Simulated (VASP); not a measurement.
# WS2 in VASP: single point with HSE06

Aim: the single point of WS2 with HSE06.

Everything below comes from runs of VASP 6.6.1. Logs are shortened: lines on timing, memory, paths and dates and some standing lists are left out, and cuts for length are marked.

## 1. The cell of the first run

The cell holds a slab with vacuum, 3 atoms: a = 3.324 Å, b = 3.324 Å, c = 16.515 Å, α = 90.00°, β = 90.00°, γ = 120.00°.

## 2. Single point, HSE06 (epitaxial xy strain +4.9%)

File POSCAR:

```
WS2
1.0
    3.3237618983      0.0000000000      0.0000000000
   -1.6618809492      2.8784622400      0.0000000000
    0.0000000000      0.0000000000     16.5150225480
W S
1 2
Direct
    0.3333333333      0.6666666667      0.0000000000
    0.6666666667      0.3333333333      0.9083441729
    0.6666666667      0.3333333333      0.0916558271
```

File INCAR.step1:

```
PREC = Accurate
ENCUT = 520
EDIFF = 1E-5
ISMEAR = 0
SIGMA = 0.01
LREAL = False
LASPH = True
NELM = 80
ALGO = Normal
ISIF = 2
LWAVE = True
LCHARG = False
NBANDS = 20
GGA = PE
KPAR = 4
```

File INCAR.step2:

```
PREC = Accurate
ENCUT = 520
EDIFF = 1E-6
ISMEAR = 0
SIGMA = 0.01
LREAL = False
LASPH = True
NELM = 80
ALGO = Normal
ISIF = 2
LWAVE = False
LCHARG = False
GGA = PE
LHFCALC = True
HFSCREEN = 0.2079
PRECFOCK = Normal
NBANDS = 20
ISTART = 1
KPAR = 4
```

File KPOINTS:

```
Automatic mesh
0
Gamma
  6 6 2
```

Potentials or basis: VASP PAW PBE potentials, release 64 (W_sv, S).

The run is started by

```sh
cat potpaw_PBE.64/W_sv/POTCAR potpaw_PBE.64/S/POTCAR > POTCAR
cp INCAR.step1 INCAR
mpirun -np 4 vasp_std > vasp.out
cp INCAR.step2 INCAR
mpirun -np 4 vasp_std > vasp.out
```

OUTCAR:

```text
PREC = Accurate
   ENCUT = 520
   EDIFF = 1E-6
   ISMEAR = 0
   LREAL = False
   LASPH = True
   NELM = 80
   ISIF = 2
   GGA = PE
   LHFCALC = True
   HFSCREEN = 0.2079
   PRECFOCK = Normal
   ISTART = 1

 ion  position               nearest neighbor table
   1  0.333  0.667  0.000-   2 2.44   3 2.44   2 2.44   3 2.44   2 2.44   3 2.44
   2  0.667  0.333  0.908-   1 2.44   1 2.44   1 2.44
   3  0.667  0.333  0.092-   1 2.44   1 2.44   1 2.44

  LATTYP: Found a hexagonal cell.
 ALAT       =     3.3237618983
 C/A-ratio  =     4.9687742544

  Lattice vectors:

 A1 = (   3.3237618983,   0.0000000000,   0.0000000000)
 A2 = (  -1.6618809492,   2.8784622400,   0.0000000000)
 A3 = (   0.0000000000,   0.0000000000,  16.5150225480)

Analysis of symmetry for initial positions (statically):
=====================================================================
 Subroutine PRICEL returns:
 Original cell was already a primitive cell.

 Routine SETGRP: Setting up the symmetry group for a
 hexagonal supercell.

 Subroutine GETGRP returns: Found 12 space group operations
 (whereof 12 operations were pure point group operations)
 out of a pool of 24 trial point group operations.

The static configuration has the point symmetry D_3h.

Analysis of symmetry for dynamics (positions and initial velocities):
=====================================================================
 Subroutine PRICEL returns:
 Original cell was already a primitive cell.

 Routine SETGRP: Setting up the symmetry group for a
 hexagonal supercell.

 Subroutine GETGRP returns: Found 12 space group operations
 (whereof 12 operations were pure point group operations)
 out of a pool of 24 trial point group operations.

The dynamic configuration has the point symmetry D_3h.

 Subroutine INISYM returns: Found 12 space group operations
 (whereof 12 operations are pure point group operations),
 and found     1 'primitive' translations

----------------------------------------------------------------------------------------

                                     Primitive cell

  volume of cell :     158.0046

  direct lattice vectors                    reciprocal lattice vectors
     3.323761898  0.000000000  0.000000000     0.300863910  0.173703859  0.000000000
    -1.661880949  2.878462240  0.000000000     0.000000000  0.347407719  0.000000000
     0.000000000  0.000000000 16.515022548     0.000000000  0.000000000  0.060550932

  length of vectors
     3.323761898  3.323761898 16.515022548     0.347407719  0.347407719  0.060550932

  position of ions in fractional coordinates (direct lattice)
     0.333333333  0.666666667  0.000000000
     0.666666667  0.333333333  0.908344173
     0.666666667  0.333333333  0.091655827

  ion indices of the primitive-cell ions
   primitive index   ion index
                 1           1
                 2           2
                 3           3

----------------------------------------------------------------------------------------

 KPOINTS: Automatic mesh

Automatic generation of k-mesh.
 Grid dimensions read from file:
 generate k-points for:    6    6    2

 Generating k-lattice:

  Cartesian coordinates                     Fractional coordinates (reciprocal lattice)
     0.050143985  0.028950643  0.000000000     0.166666667  0.000000000  0.000000000
     0.000000000  0.057901286  0.000000000     0.000000000  0.166666667  0.000000000
     0.000000000  0.000000000  0.030275466     0.000000000  0.000000000  0.500000000

  Length of vectors
     0.057901286  0.057901286  0.030275466

  Shift w.r.t. Gamma in fractional coordinates (k-lattice)
     0.000000000  0.000000000  0.000000000

 Subroutine IBZKPT returns following result:
 ===========================================

 Found     14 irreducible k-points:

 Following reciprocal coordinates:
            Coordinates               Weight
  0.000000  0.000000  0.000000      1.000000
  0.166667  0.000000  0.000000      6.000000
  0.333333  0.000000  0.000000      6.000000
  0.500000  0.000000  0.000000      3.000000
  0.166667  0.166667  0.000000      6.000000
  0.333333  0.166667  0.000000     12.000000
  0.333333  0.333333  0.000000      2.000000
  0.000000  0.000000  0.500000      1.000000
  0.166667  0.000000  0.500000      6.000000
  0.333333  0.000000  0.500000      6.000000
  0.500000  0.000000  0.500000      3.000000
  0.166667  0.166667  0.500000      6.000000
  0.333333  0.166667  0.500000     12.000000
  0.333333  0.333333  0.500000      2.000000
   k-points           NKPTS =     14   k-points in BZ     NKDIM =     72   number of bands    NBANDS=     20
   number of dos      NEDOS =    301   number of ions     NIONS =      3
   total plane-waves  NPLWV =  98784
   dimension x,y,z NGX =    28 NGY =   28 NGZ =  126
   dimension x,y,z NGXF=    56 NGYF=   56 NGZF=  252
   ions per type =               1   2
   NGX,Y,Z   is equivalent  to a cutoff of  14.00, 14.00, 12.68 a.u.
   NGXF,Y,Z  is equivalent  to a cutoff of  28.01, 28.01, 25.37 a.u.
 SYSTEM =  unknown system
   PREC   = accura    normal or accurate (medium, high low for compatibility)
   ISTART =      1    job   : 0-new  1-cont  2-samecut
   ICHARG =      0    charge: 1-file 2-atom 10-const
   ISPIN  =      1    spin polarized calculation?
   LNONCOLLINEAR =      F non collinear calculations
   LSORBIT =      F    spin-orbit coupling
   LASPH  =      T    aspherical Exc in radial PAW
   ENCUT  =  520.0 eV  38.22 Ry    6.18 a.u.   6.18  6.18 30.71*2*pi/ulx,y,z
   NELM   =     80;   NELMIN=  2; NELMDL=  0     # of ELM steps
   EDIFF  = 0.1E-05   stopping-criterion for ELM
   LREAL  =      F    real-space projection
   EDIFFG = 0.1E-04   stopping-criterion for IOM
   NSW    =      0    number of steps for IOM
   IBRION =     -1    ionic relax: 0-MD 1-quasi-New 2-CG
   NFREE  =      0    steps in history (QN), initial steepest desc. (CG)
   ISIF   =      2    stress and relaxation
   ISYM   =      3    0-nonsym 1-usesym 2-fastsym
   POTIM  = 0.5000    time-step for ionic-motion
   TEBEG  =    0.0;   TEEND  =   0.0 temperature during run
   PSTRESS=    0.0 pullay stress
   NELECT =      26.0000    total number of electrons
   NUPDOWN=      -1.0000    fix difference up-down
   EMIN   =  10.00;   EMAX   =-10.00  energy-range for DOS
   EFERMI =   0.00;   METHOD = LEGACY
   ISMEAR =     0;   SIGMA  =   0.01  broadening in eV -4-tet -1-fermi 0-gaus
   EFERMI_NEDOS =   21; number of points for ismear=-14 and -15
   IALGO  =     38    algorithm
   IMIX   =      1    mixing-type and parameters
     AMIX     =   0.40;   BMIX     =  1.00
     AMIX_MAG =   1.60;   BMIX_MAG =  1.00
  volume/ion in A,a.u.               =      52.67       355.42
  Fermi-wavevector in a.u.,A,eV,Ry     =   0.897104  1.695281 10.949906  0.804795
  Thomas-Fermi vector in A             =   2.019646
   LORBIT       =      0    0 simple, 1 ext, 2 COOP (PROOUT), +10 PAW based schemes
   GGA     = PE    functional components
   LHFCALC =     T    Hartree Fock is set to
   PRECFOCK=normal    Normal, Fast or Accurate (Low or Medium for compatibility)
   ENCUT4O =  -1.0   cutoff for four orbital integrals eV
   NKREDX  =     1    reduce k-point grid by
   NKREDY  =     1    reduce k-point grid by
   NKREDZ  =     1    reduce k-point grid by
   AEXX    =    0.2500 exact exchange contribution
   HFSCREEN=    0.2079 screening length (either q_TF or 0.3 A-1)
   HFSCREENC=   0.2079 screening length for correlation (either q_TF or 0.3 A-1)
   ENCUTFOCK=  -1.0 apply spherical cutoff to Coloumb kernel
   IVDW    =     0    specifies the selected vdW correction
   LEPSILON=     F    determine dielectric tensor
   LRPA    =     F    only Hartree local field effects (RPA)
 non-spin polarized calculation
 Gauss-broadening in eV      SIGMA  =   0.01
  energy-cutoff  :      520.00
  volume of cell :      158.00
 maximum number of plane-waves:      4278
 NGX is ok and might be reduce to    28
  NGX = 20; NGY = 20; NGZ = 96

 number of electron      26.0000001 magnetization

 Free energy of the ion-electron system (eV)
  ---------------------------------------------------
  ext. energy  EPLUGINS =         0.00000000
  ---------------------------------------------------
  free energy    TOTEN  =       -27.84507142 eV

  energy without entropy =      -27.84507142  energy(sigma->0) =      -27.84507142

 E-fermi :  -1.3048     XC(G=0):  -3.6665

 val. band max:       -1.5157301180   @ k =   0.0000   0.0000   0.5000
 cond. band min:      -0.3230303884   @ k =   0.3333   0.3333   0.0000
 fundamental gap:      1.1926997296
 Fermi energy:        -1.3048274673

 k-point     1 :       0.0000    0.0000    0.0000
  band No.  band energies     occupation
      1     -80.1910      2.00000
      2     -42.8682      2.00000
      3     -42.8168      2.00000
      4     -42.8168      2.00000
      5     -18.0033      2.00000
      6     -16.1318      2.00000
[... 12 lines left out ...]
     19       4.1457      0.00000
     20       4.3128      0.00000

 k-point     2 :       0.1667    0.0000    0.0000
  band No.  band energies     occupation
      1     -80.1879      2.00000
      2     -42.8864      2.00000
      3     -42.8563      2.00000
      4     -42.8332      2.00000
      5     -17.5967      2.00000
      6     -16.0081      2.00000
[... 12 lines left out ...]
     19       4.8068      0.00000
     20       5.2082      0.00000

 k-point     3 :       0.3333    0.0000    0.0000
  band No.  band energies     occupation
      1     -80.1817      2.00000
      2     -43.0235      2.00000
      3     -42.8661      2.00000
      4     -42.8322      2.00000
      5     -16.6706      2.00000
      6     -15.7326      2.00000
[... 12 lines left out ...]
     19       5.9663      0.00000
     20       6.0359      0.00000

 k-point     4 :       0.5000    0.0000    0.0000
  band No.  band energies     occupation
      1     -80.1786      2.00000
      2     -43.0912      2.00000
      3     -42.8825      2.00000
      4     -42.8200      2.00000
      5     -16.1196      2.00000
      6     -15.5769      2.00000
[... 12 lines left out ...]
     19       6.6161      0.00000
     20       6.8710      0.00000

 k-point     5 :       0.1667    0.1667    0.0000
  band No.  band energies     occupation
      1     -80.1832      2.00000
      2     -42.9764      2.00000
      3     -42.8709      2.00000
      4     -42.8383      2.00000
      5     -16.9221      2.00000
      6     -15.8025      2.00000
[... 12 lines left out ...]
     19       5.7068      0.00000
     20       6.6792      0.00000

 k-point     6 :       0.3333    0.1667    0.0000
  band No.  band energies     occupation
      1     -80.1786      2.00000
      2     -43.0561      2.00000
      3     -42.9177      2.00000
      4     -42.8201      2.00000
      5     -16.1350      2.00000
      6     -15.5619      2.00000
[... 12 lines left out ...]
     19       6.9896      0.00000
     20       7.2007      0.00000

 k-point     7 :       0.3333    0.3333    0.0000
  band No.  band energies     occupation
      1     -80.1770      2.00000
      2     -43.0151      2.00000
      3     -43.0008      2.00000
      4     -42.8142      2.00000
      5     -15.8531      2.00000
      6     -15.4568      2.00000
[... 12 lines left out ...]
     19       5.8033      0.00000
     20       8.1227      0.00000
[... 47 lines left out ...]
 k-point    10 :       0.3333    0.0000    0.5000
  band No.  band energies     occupation
      1     -80.1817      2.00000
      2     -43.0235      2.00000
      3     -42.8661      2.00000
      4     -42.8322      2.00000
      5     -16.6706      2.00000
      6     -15.7326      2.00000
[... 12 lines left out ...]
     19       5.8919      0.00000
     20       6.0549      0.00000

 k-point    11 :       0.5000    0.0000    0.5000
  band No.  band energies     occupation
      1     -80.1786      2.00000
      2     -43.0912      2.00000
      3     -42.8825      2.00000
      4     -42.8200      2.00000
      5     -16.1196      2.00000
      6     -15.5769      2.00000
[... 12 lines left out ...]
     19       6.6147      0.00000
     20       6.8758      0.00000

 k-point    12 :       0.1667    0.1667    0.5000
  band No.  band energies     occupation
      1     -80.1832      2.00000
      2     -42.9764      2.00000
      3     -42.8709      2.00000
      4     -42.8383      2.00000
      5     -16.9221      2.00000
      6     -15.8025      2.00000
[... 12 lines left out ...]
     19       5.5006      0.00000
     20       6.8153      0.00000

 k-point    13 :       0.3333    0.1667    0.5000
  band No.  band energies     occupation
      1     -80.1786      2.00000
      2     -43.0561      2.00000
      3     -42.9177      2.00000
      4     -42.8201      2.00000
      5     -16.1350      2.00000
      6     -15.5619      2.00000
[... 12 lines left out ...]
     19       7.0268      0.00000
     20       7.1352      0.00000

 k-point    14 :       0.3333    0.3333    0.5000
  band No.  band energies     occupation
      1     -80.1770      2.00000
      2     -43.0151      2.00000
      3     -43.0008      2.00000
      4     -42.8142      2.00000
      5     -15.8531      2.00000
      6     -15.4568      2.00000
[... 12 lines left out ...]
     19       5.8034      0.00000
     20       8.1192      0.00000

------------------------ aborting loop because EDIFF is reached ----------------------------------------

  FORCE on cell =-STRESS in cart. coord.  units (eV):
  Direction    XX          YY          ZZ          XY          YZ          ZX
  --------------------------------------------------------------------------------------
  -------------------------------------------------------------------------------------
  Total       -5.4192089     -5.4192089     -0.7234449      0.0000000     -0.0000000      0.0000000
  in kB      -54.9511592    -54.9511592     -7.3357820      0.0000000     -0.0000000      0.0000000
  external PRESSURE =     -39.0793668 kB  Pullay stress =       0.0000000 kB

 VOLUME and BASIS-vectors are now :
 -----------------------------------------------------------------------------
  energy-cutoff  :      520.00
  volume of cell :      158.00
      direct lattice vectors                 reciprocal lattice vectors
     3.323761898  0.000000000  0.000000000     0.300863910  0.173703859  0.000000000
    -1.661880949  2.878462240  0.000000000     0.000000000  0.347407719  0.000000000
     0.000000000  0.000000000 16.515022548     0.000000000  0.000000000  0.060550932

 POSITION                                       TOTAL-FORCE (eV/Angst)
 -----------------------------------------------------------------------------------
     -0.00000      1.91897      0.00000        -0.000000      0.000000      0.000000
      1.66188      0.95949     15.00132         0.000000     -0.000000      0.226263
      1.66188      0.95949      1.51370         0.000000     -0.000000     -0.226263
 -----------------------------------------------------------------------------------
    total drift:                               -0.000001      0.000001     -0.000000

  FREE ENERGIE OF THE ION-ELECTRON SYSTEM (eV)
  ---------------------------------------------------
  free  energy   TOTEN  =       -27.8450714189 eV

  energy  without entropy=      -27.8450714189  energy(sigma->0) =      -27.84507142
```

It took 36 min on 4 MPI ranks of Oxide Virtual Turin-like, shared host; peak memory 0.44 GiB.

What came out:

| Item | Value |
| --- | --- |
| Free energy | -27.8451 eV |
| Largest force | 0.226 eV/Å |
| Band gap on the k mesh | 1.19 eV (least direct gap 1.71 eV) |

Forces in eV/Å, atoms in the order of the input:
```
W    0.000  0.000  0.000
S    0.000  0.000  0.226
S    0.000  0.000 -0.226
```

Caveat: the cell differs from its parent crystal (epitaxial xy strain +4.9%); there is no dipole correction, which matters where the two faces differ; the PAW data sets were made with another functional, which shifts forces and pressure a little; spin-orbit coupling is left out, which moves the levels of the heavy elements.
